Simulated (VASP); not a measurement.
A run of VASP 6.6.1 is set up as follows.

INCAR

```
SYSTEM = P
PREC     = Accurate       ! precision mode
ENCUT    = 520            ! plane-wave cutoff, eV
EDIFF    = 1E-6           ! SCF threshold, eV
ISMEAR   = -1             ! smearing method
SIGMA    = 0.1            ! smearing width, eV
LREAL    = .FALSE.        ! projectors in reciprocal space
LASPH    = .TRUE.         ! aspherical terms in the spheres
NELM     = 100            ! most SCF steps
ALGO     = Normal         ! electronic algorithm
ISIF     = 2              ! what is computed and relaxed
LWAVE    = .FALSE.        ! write WAVECAR
LCHARG   = .FALSE.        ! write CHGCAR
GGA      = PE             ! functional
NBANDS   = 8              ! bands
```

The input KPOINTS:

```
regular mesh
0
G
  6 6 6
  0 0 0
```

POSCAR

```
P
1.0
    0.0000000000      2.2690000000      2.2690000000
    2.2690000000      0.0000000000      2.2690000000
    2.2690000000      2.2690000000      0.0000000000
P
1
Direct
    0.2500000000      0.2500000000      0.2500000000
```

Potentials or basis: VASP PAW PBE potentials, release 64 (P).

Launch:

```bash
$ cat potpaw_PBE.64/P/POTCAR > POTCAR
$ mpirun -np 1 vasp_std > vasp.out
```

Q: Predict the pressure.

A: -17.4 GPa.

Caveat: the k points lie up to 0.40 Å⁻¹ apart.
